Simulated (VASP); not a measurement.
Here is a VASP 6.6.1 calculation.

Contents of INCAR:

```
ALGO     = Normal         # electronic algorithm
EDIFF    = 1E-7           # SCF threshold, eV
ENCUT    = 520            # plane-wave cutoff, eV
GGA      = PE             # functional
ISIF     = 2              # what is computed and relaxed
ISMEAR   = -1             # smearing method
LASPH    = T              # aspherical terms in the spheres
LCHARG   = F              # write CHGCAR
LREAL    = F              # projectors in reciprocal space
LWAVE    = F              # write WAVECAR
NBANDS   = 12             # bands
NELM     = 100            # most SCF steps
PREC     = Accurate       # precision mode
SIGMA    = 0.03           # smearing width, eV
```

File KPOINTS:

```
k-points
0
Gamma
  9 9 9
```

Contents of POSCAR:

```
LiCl
1.0
    0.0000000000      2.6673504000      2.5647600000
    2.6673504000      0.0000000000      2.5647600000
    2.6673504000      2.6673504000      0.0000000000
Li Cl
1 1
Direct
    0.0000000000      0.0000000000      0.0000000000
    0.5000000000      0.5000000000      0.5000000000
```

Potentials or basis: VASP PAW PBE potentials, release 64 (Li_sv, Cl).

Command:

```sh
$ cat potpaw_PBE.64/Li_sv/POTCAR potpaw_PBE.64/Cl/POTCAR > POTCAR
$ mpirun -np 1 vasp_std > vasp.out
```

What does it give for the band gap on the k mesh?

5.88 eV, direct.

Caveat: the cell differs from its parent crystal (x and y stretched by +4 %, z held). A k mesh can miss the band edges.
